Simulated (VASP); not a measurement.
Wanted: the native input for a VASP 6.6.1 run.

* Task: single point
* Functional: LDA
* Potentials or basis: VASP PAW LDA potentials, release 64 (H)
* Cutoff: 520 eV
* k mesh: 1 × 1 × 1
* Occupations: fermi-dirac, width 0.05 eV
* Spin: no spin polarisation
* Dipole correction: no
* Further INCAR settings: LREAL = Auto; ALGO = Normal; EDIFF = 1e-07; NBANDS = 22

The structure of H lies in POSCAR:

```
H
1.0
    6.0000000000      0.0000000000      0.0000000000
    0.0000000000      6.0000000000      0.0000000000
    0.0000000000      0.0000000000      6.0000000000
H
16
Direct
    0.3519807041     -0.0432523901      0.2206457668
    0.3285391648     -0.1636616639      0.1861564679
    0.9189598841      1.0255033964      0.4647509174
    0.9470235308      0.9401146984      0.3728189507
    0.5881860708      0.8997372196      0.7815002011
    0.6208105449      0.8643393603      0.6625303397
    0.9909172296      0.4893447475      0.6521115050
    0.8757815188      0.5254935050      0.6977626103
    0.5336413573      0.5992693793      0.3408654448
    0.6499915698      0.5747806866      0.3899536999
    0.6349950575      0.2841389468      0.1076149574
    0.5810567050      0.1869419106      0.0444339114
    0.2191939264      0.0682165216      0.7800465262
    0.1421326608      0.1312906070      0.8602749146
    0.3214750433      0.3345709178      0.4571880992
    0.2311423321      0.2480261571      0.4261324876
```

The input as run:

INCAR

```
SYSTEM = H
PREC     = Accurate       ! precision mode
ENCUT    = 520            ! plane-wave cutoff, eV
EDIFF    = 1E-7           ! SCF threshold, eV
ISMEAR   = -1             ! smearing method
SIGMA    = 0.05           ! smearing width, eV
LREAL    = Auto         
LASPH    = .TRUE.         ! aspherical terms in the spheres
NELM     = 100            ! most SCF steps
ALGO     = Normal         ! electronic algorithm
ISIF     = 2              ! what is computed and relaxed
LWAVE    = .FALSE.        ! write WAVECAR
LCHARG   = .TRUE.         ! write CHGCAR
GGA      = CA             ! functional
LELF     = .TRUE.         ! ELF
LVHAR    = .TRUE.       
NBANDS   = 22             ! bands
```

KPOINTS

```
Automatic mesh
0
G
  1 1 1
  0 0 0
```

Potentials or basis: VASP PAW LDA potentials, release 64 (H).

Launch:

```console
$ cat potpaw_LDA.64/H/POTCAR > POTCAR
$ mpirun -np 1 vasp_gam > vasp.out
```

It gave:

| Item | Value |
| --- | --- |
| Pressure | -0.2 GPa |
| Largest force | 0.162 eV/Å |
| Band gap on the k mesh | 8.66 eV |

Caveat: the k points lie up to 1.05 Å⁻¹ apart.

It took 6 s on 1 thread of Intel(R) Xeon(R) 6975P-C (Granite Rapids), with other jobs on the host, peak memory 0.21 GiB.
